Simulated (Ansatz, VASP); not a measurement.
BeS: VASP beside Ansatz

The input POSCAR:

```
BeS
1.0
    0.0580901483      2.3033194024      2.3033194024
    2.3033194024      0.0580901483      2.3033194024
    2.3033194024      2.3033194024      0.0580901483
Be S
1 1
Direct
    0.0000000000      0.0000000000      0.0000000000
    0.5000000000      0.5000000000      0.5000000000
```

INCAR.step1

```
ALGO     = Normal         # electronic algorithm
EDIFF    = 1E-5           # SCF threshold, eV
ENCUT    = 520            # plane-wave cutoff, eV
GGA      = PE             # functional
ISIF     = 2              # what is computed and relaxed
ISMEAR   = 0              # smearing method
LASPH    = True           # aspherical terms in the spheres
LCHARG   = False          # write CHGCAR
LREAL    = False          # projectors in reciprocal space
LWAVE    = True           # write WAVECAR
NBANDS   = 11             # bands
NELM     = 60             # most SCF steps
PREC     = Accurate       # precision mode
SIGMA    = 0.01           # smearing width, eV
```

File INCAR.step2:

```
ALGO     = Normal         # electronic algorithm
EDIFF    = 1E-7           # SCF threshold, eV
ENCUT    = 520            # plane-wave cutoff, eV
GGA      = PE             # functional
HFSCREEN = 0.2079         # screening, 1/A
ISIF     = 2              # what is computed and relaxed
ISMEAR   = 0              # smearing method
ISTART   = 1            
LASPH    = True           # aspherical terms in the spheres
LCHARG   = False          # write CHGCAR
LHFCALC  = True           # exact exchange
LREAL    = False          # projectors in reciprocal space
LWAVE    = False          # write WAVECAR
NBANDS   = 11             # bands
NELM     = 60             # most SCF steps
PREC     = Accurate       # precision mode
PRECFOCK = Normal       
SIGMA    = 0.01           # smearing width, eV
```

Contents of KPOINTS:

```
k-points
0
Gamma
  6 6 6
```

Input for Ansatz:

```yaml
crystal:
  lattice:
    - [0.0580901483, 2.3033194024, 2.3033194024]
    - [2.3033194024, 0.0580901483, 2.3033194024]
    - [2.3033194024, 2.3033194024, 0.0580901483]
  atoms:
    - { symbol: Be, position: [0.0, 0.0, 0.0] }
    - { symbol: S, position: [0.5, 0.5, 0.5] }
kpoints:
  mp_grid: { grid: [6, 6, 6] }
  band_path:
    path:
      - [0.0, 0.0, 0.0]
      - [0.5, 0.0, 0.5]
      - [0.625, 0.25, 0.625]
      - [0.375, 0.375, 0.75]
      - [0.5, 0.5, 0.5]
      - [0.5, 0.25, 0.75]
      - [0.158854, 0.158854, 0.291667]
      - [0.0, 0.5, 0.5]
    npoints: 1
hamiltonian:
  xc: hse06
scf:
  occupations: { method: fixed }
  n_extra_bands: 4
output:
  forces: true
  stress: true
  eigenvalues: true
```

Change from the starting cell: epitaxial_111 strain -3.1%.

Alike in both runs: task single point; functional HSE06; k mesh 6 × 6 × 6; no spin polarisation.

|  | VASP | Ansatz |
| --- | --- | --- |
| version | VASP 6.6.1 | Ansatz 0.2.0 |
| potentials or method | VASP PAW PBE potentials, release 64 (Be, S) | plane waves, PAW |
| plane-wave cutoff (eV) | 520 | 420 |
| occupations | gaussian, width 0.01 eV | fixed |
| valence electrons in the cell | 8 | 8 |

|  | VASP | Ansatz | Ansatz less VASP |
| --- | --- | --- | --- |
| gap on the k mesh at the Fermi level (eV) | 1.60 | 1.61 | +0.011 |
| pressure (GPa) | 5.0 | 5.2 | +0.25 |
| traceless stress, the component that is largest in VASP (GPa) | -3.43 | -3.44 | -0.012 |

Ansatz's warnings: stress exchange threshold loose, stress scf threshold loose.
